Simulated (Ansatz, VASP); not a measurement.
## One calculation of ZrC, two programs

File INCAR:

```
SYSTEM = ZrC
ALGO = Normal ; EDIFF = 1E-6
ENCUT = 520 ; GGA = PS
ISIF = 2 ; ISMEAR = -1
LASPH = .True. ; LCHARG = .False.
LREAL = .False. ; LWAVE = .False.
NBANDS = 24 ; NELM = 60
PREC = Accurate ; SIGMA = 0.05
```

The input KPOINTS:

```
k-points
0
Gamma
  9 9 5
  0 0 0
```

File POSCAR:

```
ZrC
1.0
    3.4593057972      0.0000000000      0.0000000000
   -1.7296528986      2.9958466999      0.0000000000
    0.0000000000      0.0000000000      5.2900530000
Zr C
2 2
Direct
    0.6666666667      0.3333333333      0.7500000000
    0.3333333333      0.6666666667      0.2500000000
    0.0000000000      0.0000000000      0.5000000000
    0.0000000000      0.0000000000      0.0000000000
```

Contents of input.yaml:

```yaml
crystal:
  lattice:
    - [3.4593057972, 0.0, 0.0]
    - [-1.7296528986, 2.9958466999, 0.0]
    - [0.0, 0.0, 5.290053]
  atoms:
    - { symbol: Zr, position: [0.6666666667, 0.3333333333, 0.75] }
    - { symbol: Zr, position: [0.3333333333, 0.6666666667, 0.25] }
    - { symbol: C, position: [0.0, 0.0, 0.5] }
    - { symbol: C, position: [0.0, 0.0, 0.0] }
kpoints:
  mp_grid: { grid: [9, 9, 5] }
  band_path:
    path:
      - [0.0, 0.0, 0.0]
      - [0.5, 0.0, 0.0]
      - [0.3333333333, 0.3333333333, 0.0]
      - [0.0, 0.0, 0.0]
      - [0.0, 0.0, 0.5]
      - [0.5, 0.0, 0.5]
      - [0.3333333333, 0.3333333333, 0.5]
      - [0.0, 0.0, 0.5]
    npoints: 8
scf:
  occupations: { method: fermi_dirac, width: 0.05 }
hamiltonian:
  xc: pbesol
  pseudopotentials: { kind: all_electron, lapw: { basis_error: 0.002 } }
output:
  forces: true
  stress: true
  eigenvalues: true
```

Change from the starting cell: strain_xy = 0.02.

Alike in both runs: functional PBEsol; k mesh 9 × 9 × 5; occupations fermi-dirac, width 0.05 eV; no spin polarisation.

|  | VASP | Ansatz |
| --- | --- | --- |
| version | VASP 6.6.1 | Ansatz 0.2.0 |
| potentials or method | VASP PAW PBE potentials, release 64 (Zr_sv, C), cutoff 520 eV | all-electron LAPW, scalar-relativistic |
| task | single point | band structure |

Ansatz gave:

```
gap on the k mesh at the Fermi level (eV)                     : none
pressure (GPa)                                                : -15.2
traceless stress, the component that is largest in VASP (GPa) : 2.98
```

Estimate VASP's values.

gap on the k mesh at the Fermi level (eV): none; pressure (GPa): -15.0; traceless stress, the component that is largest in VASP (GPa): 2.97.

VASP's potentials were made for PBE, not for PBEsol. A gap of «none» marks a metal or a gap that the smearing closes. Ansatz ran all-electron here, and VASP with PAW potentials.
